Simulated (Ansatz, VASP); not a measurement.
# One calculation of MgZn2TeSe2, two programs

```
CELL_PARAMETERS angstrom
4.14399 0.00000 0.00000
-2.07199 3.58880 0.00000
0.00000 0.00000 10.59376
ATOMIC_POSITIONS crystal
Mg 0.33333 0.66667 0.50000
Zn 0.00000 0.00000 0.13993
Zn 0.00000 0.00000 0.86007
Te 0.66667 0.33333 0.00000
Se 0.00000 0.00000 0.64226
Se 0.00000 0.00000 0.35774
```

Alike in both runs: functional PBE; k mesh 6 × 6 × 2; occupations gaussian, width 0.1 eV; no spin polarisation.

Ansatz relaxed the structure, and its values are those at the end. VASP's run is a single point on that final structure, the one shown.

|  | VASP | Ansatz |
| --- | --- | --- |
| version | VASP 6.6.1 | Ansatz 0.2.0 |
| potentials or method | VASP PAW PBE potentials, release 64 (Mg, Zn, Te, Se), cutoff 520 eV | scalar-relativistic, plane waves, PAW |
| valence electrons in the cell | 44 | 82 |

Ansatz gave:

```
gap on the k mesh at the Fermi level (eV) : none
pressure (GPa)                            : -0.1
rms of the force components (eV/Å)        : 0.004
```

Q: What did VASP give for the same quantities?

A: gap on the k mesh at the Fermi level (eV): none; pressure (GPa): 0.0; rms of the force components (eV/Å): 0.015.

A gap of «none» marks a metal or a gap that the smearing closes. The functional is the same, so the differences come from potentials, cutoffs and numerics. VASP's potentials hold 44 valence electrons a cell and Ansatz's 82, so a difference there can come from the potentials and not from the codes.

Neither program's run includes spin-orbit coupling.
